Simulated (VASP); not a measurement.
A run of VASP 6.6.1:

INCAR

```
SYSTEM = NbP
PREC = Accurate
ENCUT = 520
EDIFF = 1E-6
ISMEAR = -1
SIGMA = 0.1
LREAL = .FALSE.
LASPH = .TRUE.
NELM = 100
ALGO = Normal
ISIF = 2
LWAVE = .FALSE.
LCHARG = .FALSE.
GGA = PE
NBANDS = 26
```

The input KPOINTS:

```
regular mesh
0
G
  6 6 6
  0 0 0
```

Contents of POSCAR:

```
NbP
1.0
    0.0000000000      3.5075239162      0.0000001540
    3.5075239162      0.0000000000      0.0000001540
    1.7537621875      1.7537621875     -5.2251038692
Nb P
2 2
Direct
    0.0000000000      0.0000000000      0.0000000000
    0.7500000000      0.2500000000      0.5000000000
    0.5000000000      0.5000000000      0.0000000000
    0.2500000000      0.7500000000      0.5000000000
```

Potentials or basis: VASP PAW PBE potentials, release 64 (Nb_sv, P).

The run is started by

```bash
$ cat potpaw_PBE.64/Nb_sv/POTCAR potpaw_PBE.64/P/POTCAR > POTCAR
$ mpirun -np 1 vasp_std > vasp.out
```

Hardware: 1 thread of Intel(R) Xeon(R) 6975P-C (Granite Rapids), on a shared host.

Problem. How long does it take, and how much memory?

Solution. Run time: 22 s on 1 thread of Intel(R) Xeon(R) 6975P-C (Granite Rapids), with other jobs on the host, peak memory 0.2 GiB. Counts: scf iterations 13, k points 30.
